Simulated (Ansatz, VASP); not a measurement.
## C in VASP and in Ansatz

```xyz
2
Lattice="2.4781 0.0000 0.0000 -1.2390 2.1461 0.0000 0.0000 0.0000 3.5588" Properties=species:S:1:pos:R:3 pbc="T T T"
C     0.0000    1.3702    0.0000
C     1.2390    0.7759    0.0000
```

Change from the starting cell: mode 6 frozen in at -0.060 Å, equal normal strain along x, y and z +0.0083.

Alike in both runs: task single point; functional PBEsol; dispersion D3(BJ); k mesh 21 × 21 × 12; occupations gaussian, width 0.15 eV; no spin polarisation.

```csv
,VASP,Ansatz
version,VASP 6.6.1,Ansatz 0.2.0
potentials or method,"VASP PAW PBE potentials, release 64 (C), cutoff 520 eV","scalar-relativistic, plane waves, PAW"
valence electrons in the cell,8,8
```

|  | VASP | Ansatz | Ansatz less VASP |
| --- | --- | --- | --- |
| gap on the k mesh at the Fermi level (eV) | none | none | - |
| pressure (GPa) | -0.8 | -1.4 | -0.56 |
| traceless stress, the component that is largest in VASP (GPa) | -10.28 | -10.31 | -0.029 |
| rms of the force components (eV/Å) | 3.083 | 3.073 | -0.0099 |

VASP's potentials were made for PBE, not for PBEsol, and Ansatz warns of the same on its side. Atom by atom the forces differ by 0.010 eV/Å (rms over components). A gap of «none» marks a metal or a gap that the smearing closes.
